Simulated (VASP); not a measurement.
Wanted: the native input for a VASP 6.6.1 run.

```
Task                   : single point
Functional             : LDA
Potentials or basis    : VASP PAW LDA potentials, release 64 (Ga_d, As)
Cutoff                 : 520 eV
k mesh                 : 12 × 12 × 12
Occupations            : gaussian, width 0.01 eV
Spin                   : no spin polarisation
Dipole correction      : no
Further INCAR settings : ALGO = Normal; EDIFF = 1e-06; NBANDS = 16
```

The structure of GaAs lies in POSCAR:

```
GaAs
1.0
    0.0000000000      2.8201288822      2.8201288822
    2.8201288822      0.0000000000      2.8201288822
    2.8201288822      2.8201288822      0.0000000000
Ga As
1 1
Direct
    0.0000000000      0.0000000000      0.0000000000
    0.7500000000      0.7500000000      0.7500000000
```

One way to write it, as run:

INCAR

```
  PREC = Accurate
  ENCUT = 520
  EDIFF = 1E-6
  ISMEAR = 0
  SIGMA = 0.01
  LREAL = F
  LASPH = T
  NELM = 80
  ALGO = Normal
  ISIF = 2
  LWAVE = F
  LCHARG = F
  GGA = CA
  NBANDS = 16
```

KPOINTS

```
regular mesh
0
Gamma
  12 12 12
```

Potentials or basis: VASP PAW LDA potentials, release 64 (Ga_d, As).

Launch:

```bash
$ cat potpaw_LDA.64/Ga_d/POTCAR potpaw_LDA.64/As/POTCAR > POTCAR
$ mpirun -np 1 vasp_std > vasp.out
```

Results of the run:

* Pressure: -1.1 GPa
* Band gap on the k mesh: 0.39 eV

It took 43 s on 1 thread of Intel(R) Xeon(R) Platinum 8259CL CPU @ 2.50GHz (Skylake/Cascade Lake), on a shared host, peak memory 0.18 GiB.
